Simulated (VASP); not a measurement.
Input of a VASP 6.6.1 run:

The input POSCAR:

```
CsCl
1.0
    4.1230000000      0.0000000000      0.0000000000
    0.0000000000      4.1230000000      0.0000000000
    0.0000000000      0.0000000000      4.1230000000
Cs Cl
1 1
Direct
    0.0000000000      0.0000000000      0.0000000000
    0.5000000000      0.5000000000      0.5000000000
```

INCAR.step1

```
SYSTEM = CsCl
  ALGO = Normal
  EDIFF = 1E-5
  EDIFFG = -0.005
  ENCUT = 550
  GGA = PE
  GGA_COMPAT = .False.
  IBRION = 2
  ISIF = 3
  ISMEAR = -1
  LASPH = .True.
  LCHARG = .False.
  LREAL = .False.
  LWAVE = .True.
  NELM = 120
  NELMIN = 4
  NSW = 100
  PREC = Accurate
  SIGMA = 0.05
```

Contents of INCAR.step2:

```
SYSTEM = CsCl
  ALGO = Normal
  EDIFF = 1E-7
  EDIFFG = -0.002
  ENCUT = 550
  GGA_COMPAT = .False.
  IBRION = 2
  ISIF = 3
  ISMEAR = -1
  ISTART = 1
  LASPH = .True.
  LCHARG = .False.
  LMIXTAU = .True.
  LREAL = .False.
  LWAVE = .False.
  METAGGA = R2SCAN
  NELM = 120
  NELMIN = 4
  NSW = 100
  PREC = Accurate
  SIGMA = 0.05
```

File KPOINTS:

```
k-points
0
Gamma
  8 8 8
  0 0 0
```

Potentials or basis: VASP PAW PBE potentials, release 64 (Cs_sv, Cl).

Command:

```bash
$ cat potpaw_PBE.64/Cs_sv/POTCAR potpaw_PBE.64/Cl/POTCAR > POTCAR
$ cp INCAR.step1 INCAR
$ mpirun -np 1 vasp_std > vasp.out
$ cp INCAR.step2 INCAR
$ mpirun -np 1 vasp_std > vasp.out
```

(1) Predict the space group after relaxing (to 0.1 Å).

(2) What does it give for the relaxed cell?

(3) Predict the relaxed volume.

(4) Predict the band gap on the k mesh.

Results:

(1) Pm-3m (No. 221).

(2) a = 4.144 Å, b = 4.144 Å, c = 4.144 Å, α = 90.00°, β = 90.00°, γ = 90.00°.

(3) 35.57 Å³/atom.

(4) 5.91 eV.

Caveat: the PAW data sets were made with another functional, which shifts forces and pressure a little; spin-orbit coupling is left out, which moves the levels of the heavy elements.
